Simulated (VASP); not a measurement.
# Zr: electric field gradients with LDA

Zr:

```
CELL_PARAMETERS angstrom
3.25340 0.00000 0.00000
-1.62670 2.81753 0.00000
0.00000 0.00000 5.18109
ATOMIC_POSITIONS crystal
Zr 0.33333 0.66667 0.25000
Zr 0.66667 0.33333 0.75000
```

```yaml
Program: VASP 6.6.1
Task: electric field gradients
Functional: LDA
Potentials_or_basis: VASP PAW LDA potentials, release 64 (Zr_sv)
Cutoff: 520 eV
k_mesh: 13 × 13 × 7
Occupations: fermi-dirac, width 0.03 eV
Spin: no spin polarisation
Dipole_correction: no
Further_INCAR_settings: ALGO = Normal; EDIFF = 1e-08; NBANDS = 19
```

```json
{
 "Pressure": "-7.6 GPa",
 "Band gap on the k mesh": "zero (bands 12 and 13 overlap by 1.06 eV)",
 "Largest electric field gradient by atom": "Zr +38.6 V/Å²"
}
```

Stress tensor (GPa, compression positive):
```
-7.86  0.00  0.00
 0.00 -7.86  0.00
 0.00  0.00 -7.15
```

Levels at points of the mesh, in eV from the Fermi level:
```
           k point  band 10  band 11  band 12  band 13  band 14  band 15
(0.00, 0.00, 0.00)    -3.00     0.80     0.80     0.95     1.16     1.48
```

Electric field gradients, principal values (V/Å²):
```tsv
atom	least	middle	greatest (by size)
1 Zr	-19.277	-19.277	38.553
2 Zr	-19.277	-19.277	38.553
```

Run time: 31 s on 1 thread of Intel(R) Xeon(R) Platinum 8488C (Sapphire Rapids) (shared host), peak memory 0.18 GiB.

Caveat: the cell stands under tension; without QUAD_EFG the Cq values of the log hold for a quadrupole moment of 1 mb, not for the nuclei.
